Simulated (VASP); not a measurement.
# Si2W (I4/mmm) in VASP: a series of runs

The runs below take Si2W through single point, with PBE.

Program: VASP 6.6.1. These are calculated values, not measurements. Logs are shortened: lines on timing, memory, paths and dates and some standing lists are left out, and cuts for length are marked.

## Step 1: The cell of the first run

The structure is tetragonal, space group I4/mmm (No. 139). The conventional cell has a = 3.158 Å, b = 3.158 Å, c = 7.731 Å, α = 90.00°, β = 90.00°, γ = 90.00°. Within 3.4 Å of Si (site symmetry 4mm) lie 9 Si at 2.57 to 3.16 Å and 5 W at 2.58 Å. W (site symmetry 4/mmm) has 10 Si at 2.58 Å and 4 W at 3.16 Å within 3.4 Å.

## Step 2: Single point, PBE (12.85 Å³/atom)

The input, INCAR:

```
SYSTEM = Si2W
ALGO     = Normal         ! electronic algorithm
EDIFF    = 1E-6           ! SCF threshold, eV
ENCUT    = 520            ! plane-wave cutoff, eV
GGA      = PE             ! functional
ISIF     = 2              ! what is computed and relaxed
ISMEAR   = 0              ! smearing method
LASPH    = .TRUE.         ! aspherical terms in the spheres
LCHARG   = .FALSE.        ! write CHGCAR
LREAL    = .FALSE.        ! projectors in reciprocal space
LWAVE    = .FALSE.        ! write WAVECAR
NBANDS   = 18             ! bands
NELM     = 80             ! most SCF steps
PREC     = Accurate       ! precision mode
SIGMA    = 0.1            ! smearing width, eV
```

The input, KPOINTS:

```
k-points
0
G
  18 18 18
  0 0 0
```

The input, POSCAR:

```
Si2W
1.0
   -1.5790679467      1.5790679467      3.8654758505
    1.5790679467     -1.5790679467      3.8654758505
    1.5790679467      1.5790679467     -3.8654758505
Si W
2 1
Direct
    0.3336337395      0.3336337395      0.0000000000
    0.6663662605      0.6663662605      0.0000000000
    0.0000000000      0.0000000000      0.0000000000
```

Potentials or basis: VASP PAW PBE potentials, release 64 (Si, W_sv).

Command:

```console
> cat potpaw_PBE.64/Si/POTCAR potpaw_PBE.64/W_sv/POTCAR > POTCAR
> mpirun -np 1 vasp_std > vasp.out
```

OUTCAR:

```text
SYSTEM = Si2W
   EDIFF = 1E-6
   ENCUT = 520
   GGA = PE
   ISIF = 2
   ISMEAR = 0
   LASPH = .TRUE.
   LREAL = .FALSE.
   NELM = 80
   PREC = Accurate

 ion  position               nearest neighbor table
   1  0.334  0.334  0.000-   2 2.57   3 2.58   3 2.58   3 2.58   3 2.58   3 2.58   2 2.58   2 2.58
                             2 2.58   2 2.58
   2  0.666  0.666  0.000-   1 2.57   3 2.58   3 2.58   3 2.58   3 2.58   3 2.58   1 2.58   1 2.58
                             1 2.58   1 2.58
   3  0.000  0.000  0.000-   2 2.58   2 2.58   2 2.58   1 2.58   2 2.58   1 2.58   1 2.58   1 2.58
                             1 2.58   2 2.58

  LATTYP: Found a body centered tetragonal cell.
 ALAT       =     3.1581358934
 C/A-ratio  =     2.4479477647

  Lattice vectors:

 A1 = (  -1.5790679467,   1.5790679467,   3.8654758505)
 A2 = (   1.5790679467,  -1.5790679467,   3.8654758505)
 A3 = (   1.5790679467,   1.5790679467,  -3.8654758505)

Analysis of symmetry for initial positions (statically):
=====================================================================
 Subroutine PRICEL returns:
 Original cell was already a primitive cell.

 Routine SETGRP: Setting up the symmetry group for a
 body centered tetragonal supercell.

 Subroutine GETGRP returns: Found 16 space group operations
 (whereof 16 operations were pure point group operations)
 out of a pool of 16 trial point group operations.

The static configuration has the point symmetry D_4h.

Analysis of symmetry for dynamics (positions and initial velocities):
=====================================================================
 Subroutine PRICEL returns:
 Original cell was already a primitive cell.

 Routine SETGRP: Setting up the symmetry group for a
 body centered tetragonal supercell.

 Subroutine GETGRP returns: Found 16 space group operations
 (whereof 16 operations were pure point group operations)
 out of a pool of 16 trial point group operations.

The dynamic configuration has the point symmetry D_4h.

 Subroutine INISYM returns: Found 16 space group operations
 (whereof 16 operations are pure point group operations),
 and found     1 'primitive' translations

----------------------------------------------------------------------------------------

                                     Primitive cell

  volume of cell :      38.5536

  direct lattice vectors                    reciprocal lattice vectors
    -1.579067947  1.579067947  3.865475851     0.000000000  0.316642486  0.129350181
     1.579067947 -1.579067947  3.865475851     0.316642486  0.000000000  0.129350181
     1.579067947  1.579067947 -3.865475851     0.316642486  0.316642486  0.000000000

  length of vectors
     4.464170103  4.464170103  4.464170103     0.342043759  0.342043759  0.447800098

  position of ions in fractional coordinates (direct lattice)
     0.333633740  0.333633740  0.000000000
     0.666366260  0.666366260  0.000000000
     0.000000000  0.000000000  0.000000000

  ion indices of the primitive-cell ions
   primitive index   ion index
                 1           1
                 2           2
                 3           3

----------------------------------------------------------------------------------------

 KPOINTS: k-points

Automatic generation of k-mesh.
 Grid dimensions read from file:
 generate k-points for:   18   18   18

 Generating k-lattice:

  Cartesian coordinates                     Fractional coordinates (reciprocal lattice)
     0.000000000  0.017591249  0.007186121     0.055555556  0.000000000 -0.000000000
     0.017591249  0.000000000  0.007186121     0.000000000  0.055555556 -0.000000000
     0.017591249  0.017591249  0.000000000     0.000000000  0.000000000  0.055555556

  Length of vectors
     0.019002431  0.019002431  0.024877783

  Shift w.r.t. Gamma in fractional coordinates (k-lattice)
     0.000000000  0.000000000  0.000000000

 Subroutine IBZKPT returns following result:
 ===========================================

 Found    480 irreducible k-points:

 Following reciprocal coordinates:
            Coordinates               Weight
  0.000000  0.000000  0.000000      1.000000
  0.055556 -0.000000  0.000000      8.000000
  0.111111 -0.000000  0.000000      8.000000
  0.166667 -0.000000  0.000000      8.000000
  0.222222  0.000000  0.000000      8.000000
  0.277778 -0.000000  0.000000      8.000000
[... 16 lines left out ...]
 -0.277778  0.055556 -0.000000     16.000000
 -0.222222  0.055556  0.000000     16.000000
 [... further k-points ...]
   k-points           NKPTS =    480   k-points in BZ     NKDIM =    480   number of bands    NBANDS=     18
   number of dos      NEDOS =    301   number of ions     NIONS =      3
   total plane-waves  NPLWV =  46656
   dimension x,y,z NGX =    36 NGY =   36 NGZ =   36
   dimension x,y,z NGXF=    72 NGYF=   72 NGZF=   72
   ions per type =               2   1
   NGX,Y,Z   is equivalent  to a cutoff of  13.41, 13.41, 13.41 a.u.
   NGXF,Y,Z  is equivalent  to a cutoff of  26.81, 26.81, 26.81 a.u.
 SYSTEM =  Si2W
   PREC   = accura    normal or accurate (medium, high low for compatibility)
   ISTART =      0    job   : 0-new  1-cont  2-samecut
   ICHARG =      2    charge: 1-file 2-atom 10-const
   ISPIN  =      1    spin polarized calculation?
   LNONCOLLINEAR =      F non collinear calculations
   LSORBIT =      F    spin-orbit coupling
   LASPH  =      T    aspherical Exc in radial PAW
   ENCUT  =  520.0 eV  38.22 Ry    6.18 a.u.   8.30  8.30  8.30*2*pi/ulx,y,z
   NELM   =     80;   NELMIN=  2; NELMDL= -5     # of ELM steps
   EDIFF  = 0.1E-05   stopping-criterion for ELM
   LREAL  =      F    real-space projection
   EDIFFG = 0.1E-04   stopping-criterion for IOM
   NSW    =      0    number of steps for IOM
   IBRION =     -1    ionic relax: 0-MD 1-quasi-New 2-CG
   NFREE  =      0    steps in history (QN), initial steepest desc. (CG)
   ISIF   =      2    stress and relaxation
   ISYM   =      2    0-nonsym 1-usesym 2-fastsym
   POTIM  = 0.5000    time-step for ionic-motion
   TEBEG  =    0.0;   TEEND  =   0.0 temperature during run
   PSTRESS=    0.0 pullay stress
   NELECT =      22.0000    total number of electrons
   NUPDOWN=      -1.0000    fix difference up-down
   EMIN   =  10.00;   EMAX   =-10.00  energy-range for DOS
   EFERMI =   0.00;   METHOD = LEGACY
   ISMEAR =     0;   SIGMA  =   0.10  broadening in eV -4-tet -1-fermi 0-gaus
   EFERMI_NEDOS =   21; number of points for ismear=-14 and -15
   IALGO  =     38    algorithm
   IMIX   =      4    mixing-type and parameters
     AMIX     =   0.40;   BMIX     =  1.00
     AMIX_MAG =   1.60;   BMIX_MAG =  1.00
  volume/ion in A,a.u.               =      12.85        86.72
  Fermi-wavevector in a.u.,A,eV,Ry     =   1.357878  2.566018 25.086879  1.843834
  Thomas-Fermi vector in A             =   2.484759
   LORBIT       =      0    0 simple, 1 ext, 2 COOP (PROOUT), +10 PAW based schemes
   GGA     = PE    functional components
   LHFCALC =     F    Hartree Fock is set to
   AEXX    =    0.0000 exact exchange contribution
   IVDW    =     0    specifies the selected vdW correction
   LEPSILON=     F    determine dielectric tensor
   LRPA    =     F    only Hartree local field effects (RPA)
 non-spin polarized calculation
 Gauss-broadening in eV      SIGMA  =   0.10
  energy-cutoff  :      520.00
  volume of cell :       38.55
 maximum number of plane-waves:      1056
 NGX is ok and might be reduce to    36
   NGX = 17   NGY = 17   NGZ = 17

 number of electron      22.0000001 magnetization

 Free energy of the ion-electron system (eV)
  ---------------------------------------------------
  ext. energy  EPLUGINS =         0.00000000
  ---------------------------------------------------
  free energy    TOTEN  =       -24.70128285 eV

  energy without entropy =      -24.70033559  energy(sigma->0) =      -24.70080922

 E-fermi :  12.6736     XC(G=0): -12.7587

 val. band max:       12.6353774272   @ k =  -0.3889   0.5000   0.3333
 cond. band min:      12.7095331076   @ k =  -0.4444   0.5000   0.2778
 fundamental gap:      0.0741556804
 Fermi energy:        12.6735586839

 k-point     1 :       0.0000    0.0000    0.0000
  band No.  band energies     occupation
      1     -61.0815      2.00000
      2     -25.4007      2.00000
      3     -25.3400      2.00000
      4     -25.3400      2.00000
      5      -1.8337      2.00000
      6       5.5035      2.00000
[... 10 lines left out ...]
     17      18.6320      0.00000
     18      18.6320      0.00000

 k-point     2 :       0.0556   -0.0000    0.0000
  band No.  band energies     occupation
      1     -61.0812      2.00000
      2     -25.4001      2.00000
      3     -25.3483      2.00000
      4     -25.3393      2.00000
      5      -1.7718      2.00000
      6       5.5148      2.00000
[... 10 lines left out ...]
     17      18.6370      0.00000
     18      18.8570      0.00000

 k-point     3 :       0.1111   -0.0000    0.0000
  band No.  band energies     occupation
      1     -61.0804      2.00000
      2     -25.3983      2.00000
      3     -25.3718      2.00000
      4     -25.3372      2.00000
      5      -1.5877      2.00000
      6       5.5387      2.00000
[... 10 lines left out ...]
     17      18.7026      0.00000
     18      19.4014      0.00000

 k-point     4 :       0.1667   -0.0000    0.0000
  band No.  band energies     occupation
      1     -61.0790      2.00000
      2     -25.4078      2.00000
      3     -25.3954      2.00000
      4     -25.3339      2.00000
      5      -1.2858      2.00000
      6       5.5392      2.00000
[... 375 lines left out ...]
      4     -25.3293      2.00000
      5       0.2024      2.00000
      6       4.7353      2.00000
[... 10 lines left out ...]
     17      20.2791      0.00000
     18      21.2472      0.00000

 k-point    23 :      -0.2778    0.0556   -0.0000
  band No.  band energies     occupation
      1     -61.0754      2.00000
      2     -25.4965      2.00000
      3     -25.3869      2.00000
      4     -25.3334      2.00000
      5      -0.3867      2.00000
      6       5.3329      2.00000
[... 10 lines left out ...]
     17      20.0918      0.00000
     18      20.9734      0.00000

 k-point    24 :      -0.2222    0.0556    0.0000
  band No.  band energies     occupation
      1     -61.0771      2.00000
      2     -25.4504      2.00000
      3     -25.3905      2.00000
      4     -25.3377      2.00000
      5      -0.8846      2.00000
      6       5.7061      2.00000
[... 10 lines left out ...]
     17      19.3455      0.00000
     18      21.0812      0.00000

 [... further k-points ...]

------------------------ aborting loop because EDIFF is reached ----------------------------------------

  FORCE on cell =-STRESS in cart. coord.  units (eV):
  Direction    XX          YY          ZZ          XY          YZ          ZX
  --------------------------------------------------------------------------------------
  -------------------------------------------------------------------------------------
  Total        3.7512889      3.7512889      3.7083155      0.0000000      0.0000000      0.0000000
  in kB      155.8929598    155.8929598    154.1071085      0.0000000      0.0000000      0.0000000
  external PRESSURE =     155.2976760 kB  Pullay stress =       0.0000000 kB

 VOLUME and BASIS-vectors are now :
 -----------------------------------------------------------------------------
  energy-cutoff  :      520.00
  volume of cell :       38.55
      direct lattice vectors                 reciprocal lattice vectors
    -1.579067947  1.579067947  3.865475851     0.000000000  0.316642486  0.129350181
     1.579067947 -1.579067947  3.865475851     0.316642486  0.000000000  0.129350181
     1.579067947  1.579067947 -3.865475851     0.316642486  0.316642486  0.000000000

 POSITION                                       TOTAL-FORCE (eV/Angst)
 -----------------------------------------------------------------------------------
      0.00000      0.00000      2.57931        -0.000000     -0.000000     -0.009440
      0.00000      0.00000      5.15165         0.000000      0.000000      0.009440
      0.00000      0.00000      0.00000         0.000000      0.000000     -0.000000
 -----------------------------------------------------------------------------------
    total drift:                               -0.000000      0.000000     -0.000000

  FREE ENERGIE OF THE ION-ELECTRON SYSTEM (eV)
  ---------------------------------------------------
  free  energy   TOTEN  =       -24.7012828513 eV

  energy  without entropy=      -24.7003355867  energy(sigma->0) =      -24.70080922
```

It took 9.7 min on 1 thread of Intel Xeon 8259CL, shared host; peak memory 0.45 GiB.

What came out:

* Free energy: -24.7013 eV
* Pressure: 15.5 GPa
* Largest force: 0.009 eV/Å
* Band gap on the k mesh: zero (bands 11 and 12 overlap by 1.41 eV)

Forces on the atoms (eV/Å):
```
Si   0.000  0.000 -0.009
Si   0.000  0.000  0.009
W    0.000  0.000  0.000
```

Levels at points of the mesh, in eV from the Fermi level:
```
           k point  band 8  band 9  band 10  band 11  band 12  band 13  band 14  band 15
(0.00, 0.00, 0.00)   -3.55   -2.99    -2.99     0.70     2.71     3.03     3.29     3.29
(0.50, 0.00, 0.00)   -5.01   -2.96    -2.89    -0.49     2.85     2.95     4.05     4.78
(0.50, 0.50, 0.00)   -5.52   -5.24    -3.48    -1.73     2.89     3.23     3.39     4.00
(0.50, 0.50, 0.50)   -2.76   -0.85    -0.85    -0.54    -0.54     0.89     4.59     5.47
```

Caveat: the cell stands under pressure; spin-orbit coupling is left out, which moves the levels of the heavy elements.

## Step 3: Single point, PBE (13.26 Å³/atom)

This run uses another cell than the first one, of 13.26 Å³/atom.

The input, INCAR:

```
PREC     = Accurate       # precision mode
ENCUT    = 520            # plane-wave cutoff, eV
EDIFF    = 1E-6           # SCF threshold, eV
ISMEAR   = 0              # smearing method
SIGMA    = 0.1            # smearing width, eV
LREAL    = F              # projectors in reciprocal space
LASPH    = T              # aspherical terms in the spheres
NELM     = 80             # most SCF steps
ALGO     = Normal         # electronic algorithm
ISIF     = 2              # what is computed and relaxed
LWAVE    = F              # write WAVECAR
LCHARG   = T              # write CHGCAR
GGA      = PE             # functional
LELF     = T              # ELF
LVHAR    = T            
NBANDS   = 18             # bands
```

The input, KPOINTS:

```
regular mesh
0
Gamma
  18 18 18
```

The input, POSCAR:

```
Si2W
1.0
   -1.5969407905      1.5969407905      3.9000560860
    1.5969407905     -1.5969407905      3.9000560860
    1.5969407905      1.5969407905     -3.9000560860
Si W
2 1
Direct
    0.3341170877      0.3341170877      0.0000000000
    0.6658829123      0.6658829123      0.0000000000
    0.0000000000      0.0000000000      0.0000000000
```

Potentials or basis: VASP PAW PBE potentials, release 64 (Si, W_sv).

Command:

```console
> cat potpaw_PBE.64/Si/POTCAR potpaw_PBE.64/W_sv/POTCAR > POTCAR
> mpirun -np 1 vasp_std > vasp.out
```

It took 9.2 min on 1 thread of Intel Xeon 8259CL, shared host; peak memory 0.46 GiB.

Results (log left out):

- Free energy: -24.7881 eV
- Pressure: 7.2 GPa
- Largest force: 0.010 eV/Å
- Band gap on the k mesh: zero (bands 11 and 12 overlap by 1.33 eV)

Forces in eV/Å, atoms in the order of the input:
```
Si   0.000  0.000 -0.010
Si   0.000  0.000  0.010
W    0.000  0.000  0.000
```

Stress tensor (GPa, compression positive):
```
7.23 0.00 0.00
0.00 7.23 0.00
0.00 0.00 7.06
```

Levels at points of the mesh, in eV from the Fermi level:
```tsv
k point	band 9	band 10	band 11	band 12	band 13	band 14
(0.00, 0.00, 0.00)	-2.90	-2.90	0.65	2.83	2.85	3.15
(0.50, 0.00, 0.00)	-2.84	-2.82	-0.46	2.79	2.80	3.98
(0.50, 0.50, 0.00)	-5.10	-3.34	-1.75	2.81	3.06	3.22
(0.50, 0.50, 0.50)	-0.85	-0.85	-0.51	-0.51	0.83	4.51
```

Caveat: the cell stands under pressure; spin-orbit coupling is left out, which moves the levels of the heavy elements.
